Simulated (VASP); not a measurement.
**BaTiO3: single point with PBE**

The system is BaTiO3.

```xyz
5
Lattice="4.0451 0.0000 0.0000 0.0000 4.0451 0.0000 0.0000 0.0000 4.0758" Properties=species:S:1:pos:R:3 pbc="T T T"
Ba    0.0000    0.0000    4.0200
Ti    2.0226    2.0226    1.9119
O     2.0226    2.0226    0.1543
O     2.0226    0.0000    2.1087
O     0.0000    2.0226    2.1087
```

This cell differs from its parent crystal: strain +0.015 along x and y, -0.030 along z.

```json
{"Program": "VASP 6.6.1", "Task": "single point", "Functional": "PBE", "Potentials or basis": "VASP PAW PBE potentials, release 64 (Ba_sv, Ti_sv, O)", "Cutoff": "520 eV", "k mesh": "8 × 8 × 6", "Occupations": "gaussian, width 0.05 eV", "Spin": "no spin polarisation", "Dipole correction": "no", "Further INCAR settings": "ALGO = Normal; EDIFF = 1e-06; NBANDS = 28"}
```

```json
{"Pressure": "2.0 GPa", "Largest force": "1.008 eV/Å", "Band gap on the k mesh": "1.81 eV, indirect (least direct gap 2.29 eV)"}
```

Forces on the atoms (eV/Å):
```
Ba   0.000  0.000  0.102
Ti   0.000  0.000  1.008
O    0.000  0.000 -0.997
O    0.000  0.000 -0.056
O    0.000  0.000 -0.056
```

Stress tensor (GPa, compression positive):
```
-0.88  0.00  0.00
 0.00 -0.88  0.00
 0.00  0.00  7.72
```

Levels at points of the mesh, in eV from the valence-band top:
```csv
k point,band 18,band 19,band 20,band 21,band 22,band 23
"(0.00, 0.00, 0.00)",-0.80,-0.48,-0.48,1.81,2.55,2.55
"(0.50, 0.00, 0.00)",-1.53,-1.48,-1.27,2.61,3.37,3.54
"(0.50, 0.50, 0.00)",-1.29,-1.29,-0.08,3.58,3.58,3.83
"(0.00, 0.00, 0.50)",-1.90,-0.71,-0.71,1.97,3.73,3.73
"(0.50, 0.00, 0.50)",-0.97,-0.92,-0.41,3.43,3.73,3.88
"(0.50, 0.50, 0.50)",-0.32,-0.32,0.00,4.01,4.12,4.12
```

It took 46 s on 1 thread of Intel(R) Xeon(R) 6975P-C (Granite Rapids) (shared host), peak memory 0.24 GiB.

Caveat: the cell differs from its parent crystal (strain +0.015 along x and y, -0.030 along z); spin-orbit coupling is left out, which moves the levels of the heavy elements; forces of over 1 eV/Å act on the atoms, so gaps and moduli don't describe the material at rest. A k mesh can miss the band edges.
